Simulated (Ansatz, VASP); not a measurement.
**RhC in VASP and in Ansatz**

The input INCAR:

```
ALGO     = Normal         # electronic algorithm
EDIFF    = 1E-7           # SCF threshold, eV
ENCUT    = 520            # plane-wave cutoff, eV
GGA      = PE             # functional
ISIF     = 2              # what is computed and relaxed
ISMEAR   = -1             # smearing method
LASPH    = T              # aspherical terms in the spheres
LCHARG   = F              # write CHGCAR
LREAL    = F              # projectors in reciprocal space
LWAVE    = F              # write WAVECAR
NBANDS   = 16             # bands
NELM     = 100            # most SCF steps
PREC     = Accurate       # precision mode
SIGMA    = 0.1            # smearing width, eV
```

Contents of KPOINTS:

```
k-points
0
Gamma
  14 14 14
```

Contents of POSCAR:

```
RhC
1.0
    0.0000000000      2.1700609753      2.1700609753
    2.1700609753      0.0000000000      2.1700609753
    2.1700609753      2.1700609753      0.0000000000
Rh C
1 1
Direct
    0.0000000000      0.0000000000      0.0000000000
    0.2500000000      0.2500000000      0.2500000000
```

Input for Ansatz:

```yaml
crystal:
  lattice:
    - [0.0, 2.1700609753, 2.1700609753]
    - [2.1700609753, 0.0, 2.1700609753]
    - [2.1700609753, 2.1700609753, 0.0]
  atoms:
    - { symbol: Rh, position: [0.0, 0.0, 0.0] }
    - { symbol: C, position: [0.25, 0.25, 0.25] }
kpoints:
  mp_grid: { grid: [14, 14, 14] }
scf:
  occupations: { method: fermi_dirac, width: 0.1 }
hamiltonian:
  xc: pbe
  pseudopotentials: { kind: paw }
output:
  forces: true
  stress: true
  eigenvalues: true
  populations: true
```

Change from the starting cell: volume scaled by 0.85, PAW files.

Alike in both runs: task single point; functional PBE; k mesh 14 × 14 × 14; occupations fermi-dirac, width 0.1 eV; no spin polarisation.

|  | VASP | Ansatz |
| --- | --- | --- |
| version | VASP 6.6.1 | Ansatz 0.2.0 |
| potentials or method | VASP PAW PBE potentials, release 64 (Rh_pv, C) | PAW with Ansatz's default frozen-core files, scalar-relativistic |
| plane-wave cutoff (eV) | 520 | 420 |
| valence electrons in the cell | 19 | 21 |

```csv
,VASP,Ansatz,Ansatz less VASP
pressure (GPa),55.1,54.9,-0.21
```

Both programs put the cell under a high pressure, so it lies far from rest at this level. VASP's potentials hold 19 valence electrons a cell and Ansatz's 21, so a difference there can come from the potentials and not from the codes.
